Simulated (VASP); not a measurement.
AlGa3N4, 16 atoms in the cell. The structure is orthorhombic, space group Cmc2_1 (No. 36). The conventional cell has a = 6.329 Å, b = 10.958 Å, c = 5.142 Å, α = 90.00°, β = 90.00°, γ = 90.00°. Within 2.5 Å of Al (site symmetry m) lie 4 N at 1.89 to 1.90 Å. Ga (site symmetry 1) has 4 N at 1.94 to 1.96 Å within 2.6 Å. Ga (site symmetry m) has 4 N at 1.94 to 1.95 Å within 2.6 Å. Within 2.5 Å of N (site symmetry m) lie 2 Al at 1.90 Å and 2 Ga at 1.95 Å. Within 2.5 Å of N (site symmetry 1) lie 1 Al at 1.89 Å and 3 Ga at 1.95 to 1.96 Å. Within 2.6 Å of N (site symmetry m) lie 4 Ga at 1.94 to 1.95 Å. 

| Property | Result |
| --- | --- |
| Program | VASP 6.6.1 |
| Task | single point |
| Functional | PBEsol |
| Potentials or basis | VASP PAW PBE potentials, release 64 (Al, Ga_d, N) |
| Cutoff | 520 eV |
| k mesh | 4 × 4 × 4 |
| Occupations | gaussian, width 0.02 eV |
| Spin | no spin polarisation |
| Dipole correction | no |
| Further INCAR settings | LREAL = Auto; ALGO = Normal; EDIFF = 1e-06; NBANDS = 76 |

Potentials or basis: VASP PAW PBE potentials, release 64 (Al, Ga_d, N).

The run is started by

```sh
$ cat potpaw_PBE.64/Al/POTCAR potpaw_PBE.64/Ga_d/POTCAR potpaw_PBE.64/N/POTCAR > POTCAR
$ mpirun -np 1 vasp_std > vasp.out
```

Hardware: 1 thread of AMD EPYC 7R43 64-Core Processor (Zen 3), with other jobs on the host.

How long does it take, and how much memory?

Run time: 9.9 min on 1 thread of AMD EPYC 7R43 64-Core Processor (Zen 3) (shared host), peak memory 0.35 GiB. Counts: scf iterations 17, k points 21.
